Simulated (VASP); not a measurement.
# Ti (P6_3/mmc) in VASP: notebook

The runs below take Ti through single point, with r2SCAN.

Everything below comes from runs of VASP 6.6.1. Logs are shortened: lines on timing, memory, paths and dates and some standing lists are left out, and cuts for length are marked.

## 1. The cell of the first run

It takes space group P6_3/mmc (No. 194, hexagonal). Conventional cell: a = 2.935 Å, b = 2.935 Å, c = 4.639 Å, α = 90.00°, β = 90.00°, γ = 120.00°. Ti (site symmetry -6m2) has 12 Ti at 2.87 to 2.94 Å within 3.8 Å.

## 2. Single point, r2SCAN, collinear spin

Contents of POSCAR:

```
Ti
1.0
    2.9354331160      0.0000000000      0.0000000000
   -1.4677165580      2.5421596496      0.0000000000
    0.0000000000      0.0000000000      4.6385936024
Ti
2
Direct
    0.3333333333      0.6666666667      0.2500000000
    0.6666666667      0.3333333333      0.7500000000
```

Contents of INCAR.step1:

```
ALGO     = Normal         # electronic algorithm
EDIFF    = 1E-4           # SCF threshold, eV
ENCUT    = 520            # plane-wave cutoff, eV
GGA      = PE             # functional
ISMEAR   = -1             # smearing method
ISPIN    = 2              # spin polarisation
LASPH    = T              # aspherical terms in the spheres
LCHARG   = F              # write CHGCAR
LMAXMIX  = 4              # l up to which the mixer works
LREAL    = F              # projectors in reciprocal space
LWAVE    = T              # write WAVECAR
MAGMOM   = 1 1            # initial moments
NBANDS   = 23             # bands
NELM     = 150            # most SCF steps
PREC     = Accurate       # precision mode
SIGMA    = 0.05           # smearing width, eV
```

Contents of INCAR.step2:

```
ALGO     = Normal         # electronic algorithm
EDIFF    = 1E-6           # SCF threshold, eV
ENCUT    = 520            # plane-wave cutoff, eV
ISIF     = 2              # what is computed and relaxed
ISMEAR   = -1             # smearing method
ISPIN    = 2              # spin polarisation
ISTART   = 1            
LASPH    = T              # aspherical terms in the spheres
LCHARG   = F              # write CHGCAR
LMAXMIX  = 4              # l up to which the mixer works
LMIXTAU  = T            
LORBIT   = 11             # projections on sites
LREAL    = F              # projectors in reciprocal space
LWAVE    = F              # write WAVECAR
MAGMOM   = 1 1            # initial moments
METAGGA  = R2SCAN         # meta-GGA
NBANDS   = 23             # bands
NELM     = 150            # most SCF steps
PREC     = Accurate       # precision mode
SIGMA    = 0.05           # smearing width, eV
```

Contents of KPOINTS:

```
k-points
0
Gamma
  12 12 7
```

Potentials or basis: VASP PAW PBE potentials, release 64 (Ti_sv).

The run is started by

```bash
> cat potpaw_PBE.64/Ti_sv/POTCAR > POTCAR
> cp INCAR.step1 INCAR
> mpirun -np 1 vasp_std > vasp.out
> cp INCAR.step2 INCAR
> mpirun -np 1 vasp_std > vasp.out
```

OUTCAR:

```text
EDIFF = 1E-6
   ENCUT = 520
   ISIF = 2
   ISMEAR = -1
   ISPIN = 2
   ISTART = 1
   LASPH = T
   LORBIT = 11
   LREAL = F
   METAGGA = R2SCAN
   NELM = 150
   PREC = Accurate

 ion  position               nearest neighbor table
   1  0.333  0.667  0.250-   2 2.87   2 2.87   2 2.87   2 2.87   2 2.87   2 2.87
   2  0.667  0.333  0.750-   1 2.87   1 2.87   1 2.87   1 2.87   1 2.87   1 2.87

  LATTYP: Found a hexagonal cell.
 ALAT       =     2.9354331160
 C/A-ratio  =     1.5802075602

  Lattice vectors:

 A1 = (   2.9354331160,   0.0000000000,   0.0000000000)
 A2 = (  -1.4677165580,   2.5421596496,   0.0000000000)
 A3 = (   0.0000000000,   0.0000000000,   4.6385936024)

Analysis of symmetry for initial positions (statically):
=====================================================================
 Subroutine PRICEL returns:
 Original cell was already a primitive cell.

 Routine SETGRP: Setting up the symmetry group for a
 hexagonal supercell.

 Subroutine GETGRP returns: Found 24 space group operations
 (whereof 12 operations were pure point group operations)
 out of a pool of 24 trial point group operations.

The static configuration has the point symmetry D_3d.
 The point group associated with its full space group is D_6h.

Analysis of symmetry for dynamics (positions and initial velocities):
=====================================================================
 Subroutine PRICEL returns:
 Original cell was already a primitive cell.

 Routine SETGRP: Setting up the symmetry group for a
 hexagonal supercell.

 Subroutine GETGRP returns: Found 24 space group operations
 (whereof 12 operations were pure point group operations)
 out of a pool of 24 trial point group operations.

The dynamic configuration has the point symmetry D_3d.
 The point group associated with its full space group is D_6h.

Analysis of structural, dynamic, and magnetic symmetry:
=====================================================================
 Subroutine PRICEL returns:
 Original cell was already a primitive cell.

 Routine SETGRP: Setting up the symmetry group for a
 hexagonal supercell.

 Subroutine GETGRP returns: Found 24 space group operations
 (whereof 12 operations were pure point group operations)
 out of a pool of 24 trial point group operations.

The overall configuration has the point symmetry D_3d.
 The point group associated with its full space group is D_6h.

 Subroutine INISYM returns: Found 24 space group operations
 (whereof 12 operations are pure point group operations),
 and found     1 'primitive' translations

[... 111 lines left out ...]
   IALGO  =     38    algorithm
   IMIX   =      4    mixing-type and parameters
     AMIX     =   0.40;   BMIX     =  1.00
     AMIX_MAG =   1.60;   BMIX_MAG =  1.00
  volume/ion in A,a.u.               =      17.31       116.80
  Fermi-wavevector in a.u.,A,eV,Ry     =   1.448966  2.738148 28.565457  2.099502
  Thomas-Fermi vector in A             =   2.566746
   LORBIT       =     11    0 simple, 1 ext, 2 COOP (PROOUT), +10 PAW based schemes
   METAGGA = R2SCAN    functional components
   LHFCALC =     F    Hartree Fock is set to
   AEXX    =    0.0000 exact exchange contribution
   IVDW    =     0    specifies the selected vdW correction
   LEPSILON=     F    determine dielectric tensor
   LRPA    =     F    only Hartree local field effects (RPA)
 spin polarized calculation
  energy-cutoff  :      520.00
  volume of cell :       34.61
 maximum number of plane-waves:       965
 NGX is ok and might be reduce to    24
   NGX = 11   NGY = 11   NGZ = 17

 number of electron      24.0000002 magnetization       0.0000007

 number of electron      24.0000002 magnetization      -0.0000005

 Free energy of the ion-electron system (eV)
  ---------------------------------------------------
  ext. energy  EPLUGINS =         0.00000000
  ---------------------------------------------------
  free energy    TOTEN  =       -25.90826699 eV

  energy without entropy =      -25.89371142  energy(sigma->0) =      -25.90098921

 E-fermi :   8.4417     XC(G=0): -12.4143

 val. band max:        8.4313549107   @ k =   0.3333   0.2500   0.2857
 cond. band min:       8.4468445202   @ k =   0.3333   0.1667   0.4286
 fundamental gap:      0.0154896095
 Fermi energy:         8.4417280351

 spin component 1

 k-point     1 :       0.0000    0.0000    0.0000
  band No.  band energies     occupation
      1     -50.7971      1.00000
      2     -50.6503      1.00000
      3     -26.3629      1.00000
      4     -25.6893      1.00000
      5     -25.6893      1.00000
      6     -25.6145      1.00000
[... 613 lines left out ...]
     22      18.6332      0.00000
     23      22.0880      0.00000

 [... further k-points ...]

 spin component 2

 k-point     1 :       0.0000    0.0000    0.0000
  band No.  band energies     occupation
      1     -50.7971      1.00000
      2     -50.6503      1.00000
      3     -26.3629      1.00000
      4     -25.6893      1.00000
      5     -25.6893      1.00000
      6     -25.6145      1.00000
[... 613 lines left out ...]
     22      18.6332      0.00000
     23      22.0880      0.00000

 [... further k-points ...]
[... 5 lines left out ...]
  --------------------------------------------------------------------------------------
  -------------------------------------------------------------------------------------
  Total        0.0840791      0.0840791      0.0695905      0.0000000      0.0000000      0.0000000
  in kB        3.8916802      3.8916802      3.2210640      0.0000000      0.0000000      0.0000000
  external PRESSURE =       3.6681415 kB  Pullay stress =       0.0000000 kB

 VOLUME and BASIS-vectors are now :
 -----------------------------------------------------------------------------
  energy-cutoff  :      520.00
  volume of cell :       34.61
      direct lattice vectors                 reciprocal lattice vectors
     2.935433116  0.000000000  0.000000000     0.340665231  0.196683163  0.000000000
    -1.467716558  2.542159650  0.000000000     0.000000000  0.393366325  0.000000000
     0.000000000  0.000000000  4.638593602     0.000000000  0.000000000  0.215582585

 POSITION                                       TOTAL-FORCE (eV/Angst)
 -----------------------------------------------------------------------------------
     -0.00000      1.69477      1.15965         0.000000     -0.000000      0.000000
      1.46772      0.84739      3.47895        -0.000000      0.000000      0.000000
 -----------------------------------------------------------------------------------
    total drift:                               -0.000000      0.000000     -0.000000

  FREE ENERGIE OF THE ION-ELECTRON SYSTEM (eV)
  ---------------------------------------------------
  free  energy   TOTEN  =       -25.9082669884 eV

  energy  without entropy=      -25.8937114230  energy(sigma->0) =      -25.90098921

 total charge

# of ion       s       p       d       tot
------------------------------------------
    1        2.248   6.138   1.833  10.220
    2        2.248   6.138   1.833  10.220
--------------------------------------------------
tot          4.497  12.277   3.666  20.439

 magnetization (x)

# of ion       s       p       d       tot
------------------------------------------
    1       -0.000  -0.000   0.000   0.000
    2       -0.000  -0.000   0.000   0.000
--------------------------------------------------
tot         -0.000  -0.000   0.000   0.000
```

It took 10 min on 1 thread of Intel Xeon 8259CL, shared host; peak memory 0.23 GiB.

What came out:

```
Free energy                                           : -25.9083 eV
Pressure                                              : 0.4 GPa
Band gap on the k mesh                                : zero (filled and empty bands overlap)
Net moment                                            : 0.00 μB per cell
Valence electrons inside the program's atomic spheres : Ti 10.22
```

Caveat: the PAW data sets were made with another functional, which shifts forces and pressure a little.

## 3. Single point, r2SCAN (18.02 Å³/atom)

This run uses another cell than the first one, of 18.02 Å³/atom.

Contents of POSCAR:

```
Ti
1.0
    2.9744900590      0.0000000000      0.0000000000
   -1.4872450295      2.5759839544      0.0000000000
    0.0000000000      0.0000000000      4.7027049717
Ti
2
Direct
    0.3333333333      0.6666666667      0.2500000000
    0.6666666667      0.3333333333      0.7500000000
```

Contents of INCAR.step1:

```
SYSTEM = Ti
  PREC = Accurate
  ENCUT = 520
  ISMEAR = -1
  SIGMA = 0.1
  LREAL = .False.
  LASPH = .True.
  NELM = 80
  NBANDS = 19
  GGA = PE
  ALGO = Normal
  EDIFF = 1E-4
  LWAVE = .True.
  LCHARG = .False.
```

Contents of INCAR.step2:

```
SYSTEM = Ti
  PREC = Accurate
  ENCUT = 520
  EDIFF = 1E-6
  ISMEAR = -1
  SIGMA = 0.1
  LREAL = .False.
  LASPH = .True.
  NELM = 80
  ALGO = Normal
  ISIF = 2
  LWAVE = .False.
  LCHARG = .False.
  METAGGA = R2SCAN
  LMIXTAU = .True.
  NBANDS = 19
  ISTART = 1
```

Contents of KPOINTS:

```
Automatic mesh
0
Gamma
  20 20 11
  0 0 0
```

Potentials or basis: VASP PAW PBE potentials, release 64 (Ti_sv).

The run is started by

```bash
> cat potpaw_PBE.64/Ti_sv/POTCAR > POTCAR
> cp INCAR.step1 INCAR
> mpirun -np 1 vasp_std > vasp.out
> cp INCAR.step2 INCAR
> mpirun -np 1 vasp_std > vasp.out
```

Wall time 11 min (1 thread of Intel Xeon Platinum 8259CL at 2.50GHz (Skylake/Cascade Lake), shared host); peak memory 0.27 GiB.

It converged, with:

```yaml
Free_energy: -25.9164 eV
Pressure: -3.9 GPa
Band_gap_on_the_k_mesh: zero (bands 12 and 13 overlap by 1.25 eV)
```

Levels at points of the mesh, in eV from the Fermi level:
| k point | band 9 | band 10 | band 11 | band 12 | band 13 | band 14 | band 15 | band 16 |
| --- | --- | --- | --- | --- | --- | --- | --- | --- |
| (0.00, 0.00, 0.00) | -6.52 | -2.75 | 0.50 | 0.86 | 0.86 | 0.97 | 1.36 | 1.36 |
| (0.50, 0.00, 0.00) | -2.46 | -2.16 | -1.82 | -0.86 | 0.62 | 0.69 | 1.24 | 3.39 |

Caveat: the cell stands under tension; the PAW data sets were made with another functional, which shifts forces and pressure a little.
